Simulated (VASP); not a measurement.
Set up this calculation in VASP 6.6.1, as the native input.

* Task: electric field gradients
* Functional: PBE
* Potentials or basis: VASP PAW PBE potentials, release 64 (Pb_d, Se)
* Cutoff: 520 eV
* k mesh: 10 × 10 × 10
* Occupations: fermi-dirac, width 0.03 eV
* Spin: no spin polarisation
* Dipole correction: no
* Further INCAR settings: ALGO = Normal; EDIFF = 1e-08; NBANDS = 17

The structure of PbSe (rocksalt type) lies in POSCAR:

```
PbSe
1.0
    0.0000000000      3.0818427091      3.0818427091
    3.0818427091      0.0000000000      3.0818427091
    3.0818427091      3.0818427091      0.0000000000
Pb Se
1 1
Direct
    0.0000000000      0.0000000000      0.0000000000
    0.5000000000      0.5000000000      0.5000000000
```

The input as run:

INCAR

```
SYSTEM = PbSe
ALGO = Normal
EDIFF = 1E-8
ENCUT = 520
GGA = PE
ISIF = 2
ISMEAR = -1
LASPH = .TRUE.
LCHARG = .FALSE.
LEFG = .TRUE.
LREAL = .FALSE.
LWAVE = .FALSE.
NBANDS = 17
NELM = 100
PREC = Accurate
SIGMA = 0.03
```

KPOINTS

```
k-points
0
G
  10 10 10
  0 0 0
```

Potentials or basis: VASP PAW PBE potentials, release 64 (Pb_d, Se).

The run is started by

```bash
$ cat potpaw_PBE.64/Pb_d/POTCAR potpaw_PBE.64/Se/POTCAR > POTCAR
$ mpirun -np 1 vasp_std > vasp.out
```

It gave:

The pressure is 1.3 GPa, the band gap on the k mesh is 0.36 eV and the largest electric field gradient by atom is under 0.05 V/Å² on every atom.

Caveat: spin-orbit coupling is left out, which moves the levels of the heavy elements.

It took 55 s on 1 thread of Intel Xeon 8259CL (shared host), peak memory 0.2 GiB.
